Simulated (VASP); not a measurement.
Wanted: the native input for a VASP 6.6.1 run.

| Item | Value |
| --- | --- |
| Task | single point |
| Functional | PBE |
| Dispersion | D3(BJ) |
| Potentials or basis | VASP PAW PBE potentials, release 64 (Li_sv, Cl) |
| Cutoff | 520 eV |
| k mesh | 8 × 8 × 8 |
| Occupations | gaussian, width 0.02 eV |
| Spin | no spin polarisation |
| Dipole correction | no |
| Further INCAR settings | ALGO = Normal; EDIFF = 1e-06; NBANDS = 12 |

The structure of LiCl lies in POSCAR:

```
LiCl
1.0
    0.0000000000      2.5183644454      2.5183644454
    2.5183644454      0.0000000000      2.5183644454
    2.5183644454      2.5183644454      0.0000000000
Li Cl
1 1
Direct
    0.0000000000      0.0000000000      0.0000000000
    0.5000000000      0.5000000000      0.5000000000
```

One way to write it, as run:

INCAR

```
SYSTEM = LiCl
  PREC = Accurate
  ENCUT = 520
  EDIFF = 1E-6
  ISMEAR = 0
  SIGMA = 0.02
  LREAL = .False.
  LASPH = .True.
  NELM = 80
  ALGO = Normal
  ISIF = 2
  LWAVE = .False.
  LCHARG = .False.
  GGA = PE
  IVDW = 12
  NBANDS = 12
```

KPOINTS

```
regular mesh
0
Gamma
  8 8 8
  0 0 0
```

Potentials or basis: VASP PAW PBE potentials, release 64 (Li_sv, Cl).

Run with:

```sh
$ cat potpaw_PBE.64/Li_sv/POTCAR potpaw_PBE.64/Cl/POTCAR > POTCAR
$ mpirun -np 1 vasp_std > vasp.out
```

It gave:

| Quantity | Value |
| --- | --- |
| Band gap on the k mesh | 6.67 eV |
| Dispersion energy per atom | -0.238 eV |

It took 19 s on 1 thread of Intel Xeon 8259CL (shared host), peak memory 0.16 GiB.
